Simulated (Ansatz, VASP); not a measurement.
## One calculation of Si2Mo, two programs

```
Si Mo
1.0
    -1.60000    1.60000    3.93050
     1.60000   -1.60000    3.93050
     1.60000    1.60000   -3.93050
Si Mo
2 1
Direct
  0.33300 0.33300 0.00000
  0.66700 0.66700 0.00000
  0.00000 0.00000 0.00000
```

Alike in both runs: task relaxation of cell and atoms; functional PBE; dispersion D3(BJ); k mesh 18 × 18 × 18; occupations gaussian, width 0.1 eV; no spin polarisation.

|  | VASP | Ansatz |
| --- | --- | --- |
| version | VASP 6.6.1 | Ansatz 0.2.0 |
| potentials or method | VASP PAW PBE potentials, release 64 (Si, Mo_sv), cutoff 600 eV | scalar-relativistic, plane waves, PAW |
| valence electrons in the cell | 22 | 22 |

|  | VASP | Ansatz | Ansatz less VASP |
| --- | --- | --- | --- |
| gap on the k mesh at the Fermi level, each at its own relaxed structure (eV) | none | none | - |
| relaxed volume (Å³/atom) | 13.14 | 13.13 | -0.008 |
| relaxed cell length with the largest relative difference (Å) | 4.500 | 4.500 | -0.0006 |

A gap of «none» marks a metal or a gap that the smearing closes.
